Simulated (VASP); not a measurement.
A run of VASP 6.6.1:

File POSCAR:

```
As
1.0
    0.0000000000      2.0916114635      2.0916114635
    2.0916114635      0.0000000000      2.0916114635
    2.0916114635      2.0916114635      0.0000000000
As
1
Direct
    0.0000000000      0.0000000000      0.0000000000
```

INCAR.step1

```
SYSTEM = As
  PREC = Accurate
  ENCUT = 600
  ISMEAR = -1
  SIGMA = 0.1
  LREAL = .FALSE.
  LASPH = .TRUE.
  NELM = 80
  GGA = PE
  ALGO = Normal
  EDIFF = 1E-4
  LWAVE = .TRUE.
  LCHARG = .FALSE.
```

The input INCAR.step2:

```
SYSTEM = As
  PREC = Accurate
  ENCUT = 600
  EDIFF = 1E-7
  ISMEAR = -1
  SIGMA = 0.1
  LREAL = .FALSE.
  LASPH = .TRUE.
  NELM = 80
  ALGO = Normal
  ISIF = 3
  LWAVE = .FALSE.
  LCHARG = .FALSE.
  METAGGA = R2SCAN
  LMIXTAU = .TRUE.
  IBRION = 2
  NSW = 80
  EDIFFG = -0.01
  ISTART = 1
```

File KPOINTS:

```
regular mesh
0
G
  13 13 13
  0 0 0
```

Potentials or basis: VASP PAW PBE potentials, release 64 (As).

Launch:

```bash
$ cat potpaw_PBE.64/As/POTCAR > POTCAR
$ cp INCAR.step1 INCAR
$ mpirun -np 1 vasp_std > vasp.out
$ cp INCAR.step2 INCAR
$ mpirun -np 1 vasp_std > vasp.out
```

Hardware: 1 thread of AMD EPYC 9R45 (Zen 5) (shared host).

Task: Estimate the wall time of this run.

Result: Run time: 110 s on 1 thread of AMD EPYC 9R45 (Zen 5) (shared host), peak memory 0.12 GiB. Counts: k points 84, ion steps 3.
